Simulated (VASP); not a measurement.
Crystal: Ga3H5.

```
Ga H
1.0
     4.53158    0.00000    0.00000
    -2.26579    3.92446    0.00000
     0.00000    0.00000    6.12789
Ga H
3 5
Direct
  0.33333 0.66667 0.50000
  0.66667 0.33333 0.50000
  0.00000 0.00000 0.00000
  0.33333 0.66667 0.77801
  0.66667 0.33333 0.77801
  0.66667 0.33333 0.22199
  0.33333 0.66667 0.22199
  0.00000 0.00000 0.50000
```

The cell was generated, and may not be a known phase.

| Item | Value |
| --- | --- |
| Program | VASP 6.6.1 |
| Task | relaxation of cell and atoms |
| Functional | PBE |
| Potentials or basis | VASP PAW PBE potentials, release 64 (Ga_d, H) |
| Cutoff | 600 eV |
| k mesh | 6 × 6 × 4 |
| Occupations | gaussian, width 0.1 eV |
| Spin | no spin polarisation |

At the start: pressure -4.2 GPa; volume 13.62 Å³/atom.

Q: Where does the relaxation end?

A: Over 53 steps the energy falls by 201.2 meV/atom and the volume is 12.07 Å³/atom (-11.4 %); space group P6/mmm (No. 191, to 0.1 Å) before and after.

The path:
| step | energy change (eV) | largest force (eV/Å) | pressure (GPa) | volume (Å³) |
| --- | --- | --- | --- | --- |
| 1 | 0.0000 | 0.3954 | -4.23 | 108.98 |
| 3 | -0.1653 | 0.2596 | -0.80 | 102.04 |
| 5 | -0.2219 | 0.1645 | -0.15 | 96.74 |
| 7 | -0.2333 | 0.1170 | 0.47 | 93.24 |
| 9 | -0.3010 | 0.1690 | 1.03 | 90.20 |
| 11 | -0.5221 | 0.8271 | 10.13 | 75.65 |
| 13 | -0.5530 | 0.7376 | 8.41 | 77.05 |
| 15 | -0.5728 | 0.7341 | 8.77 | 76.73 |
| 17 | -0.6132 | 0.8780 | 10.47 | 75.19 |
| 19 | -0.7591 | 0.5901 | 9.63 | 76.12 |
| 21 | -0.8054 | 0.2918 | 9.54 | 76.64 |
| 23 | -0.8902 | 0.0689 | 8.42 | 77.87 |
| 25 | -1.2024 | 0.3940 | 0.92 | 86.48 |
| 27 | -1.2208 | 0.3881 | 0.53 | 87.53 |
| 29 | -1.2560 | 0.1963 | 1.28 | 89.32 |
| 31 | -1.2647 | 0.0660 | 0.76 | 90.07 |
| 33 | -1.2718 | 0.1190 | -0.11 | 94.11 |
| 35 | -1.2750 | 0.0939 | -0.52 | 94.28 |
| 37 | -1.3072 | 0.1836 | -0.03 | 92.65 |
| 39 | -1.4431 | 0.4726 | 3.02 | 84.88 |
| 41 | -1.4598 | 0.4210 | 2.26 | 86.27 |
| 43 | -1.4631 | 0.4152 | 2.43 | 86.03 |
| 45 | -1.4681 | 0.3934 | 2.61 | 85.81 |
| 47 | -1.5000 | 0.2157 | 2.60 | 86.82 |
| 49 | -1.5228 | 1.0853 | 2.88 | 90.94 |
| 51 | -1.5529 | 0.3952 | 2.21 | 90.01 |
| 53 | -1.6095 | 0.0385 | 0.00 | 96.55 |

Final structure:
```
Ga H
1.0
     4.49054    0.00000    0.00000
    -2.24527    3.88893    0.00000
     0.00000    0.00000    5.52870
Ga H
3 5
Direct
  0.33333 0.66667 0.50000
  0.66667 0.33333 0.50000
  0.00000 0.00000 0.00000
  0.33333 0.66667 0.92641
  0.66667 0.33333 0.92641
  0.66667 0.33333 0.07359
  0.33333 0.66667 0.07359
  0.00000 0.00000 0.50000
```
